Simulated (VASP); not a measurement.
Wanted: the native input for a VASP 6.6.1 run.

```
Task                   : single point
Functional             : PBEsol
Potentials or basis    : VASP PAW PBE potentials, release 64 (Ag, Cl)
Cutoff                 : 520 eV
k mesh                 : 9 × 9 × 8
Occupations            : fermi-dirac, width 0.03 eV
Spin                   : no spin polarisation
Dipole correction      : no
Further INCAR settings : ALGO = Normal; EDIFF = 1e-06; NBANDS = 26
```

The structure of AgCl lies in POSCAR:

```
AgCl
1.0
    1.9083278971     -5.6677271405      0.0000000000
    1.9083278971      5.6677271405      0.0000000000
    0.0000000000      0.0000000000      3.9240373500
Ag Cl
2 2
Direct
    0.3965554000      0.6034446000      0.7500000000
    0.6034446000      0.3965554000      0.2500000000
    0.8654487300      0.1345512700      0.2500000000
    0.1345512700      0.8654487300      0.7500000000
```

This cell differs from its parent crystal: equal xx and yy strain of +2 %.

These files were run (other wordings do the same):

INCAR

```
PREC = Accurate ; ENCUT = 520
EDIFF = 1E-6 ; ISMEAR = -1
SIGMA = 0.03 ; LREAL = False
LASPH = True ; NELM = 100
ALGO = Normal ; ISIF = 2
LWAVE = False ; LCHARG = True
GGA = PS ; LELF = True
LVHAR = True ; NBANDS = 26
```

KPOINTS

```
regular mesh
0
Gamma
  9 9 8
```

Potentials or basis: VASP PAW PBE potentials, release 64 (Ag, Cl).

Command:

```sh
$ cat potpaw_PBE.64/Ag/POTCAR potpaw_PBE.64/Cl/POTCAR > POTCAR
$ mpirun -np 1 vasp_std > vasp.out
```

Results of the run:

```
Pressure               : -4.5 GPa
Largest force          : 0.053 eV/Å
Band gap on the k mesh : 0.33 eV (least direct gap 1.78 eV)
```

Caveat: the cell differs from its parent crystal (equal xx and yy strain of +2 %); the cell stands under tension; semilocal functionals underestimate gaps, and a narrow one can read as zero; the PAW data sets were made with another functional, which shifts forces and pressure a little.

It took 3.8 min on 1 thread of Intel(R) Xeon(R) Platinum 8124M CPU @ 3.00GHz (Skylake/Cascade Lake), with other jobs on the host, peak memory 0.4 GiB.
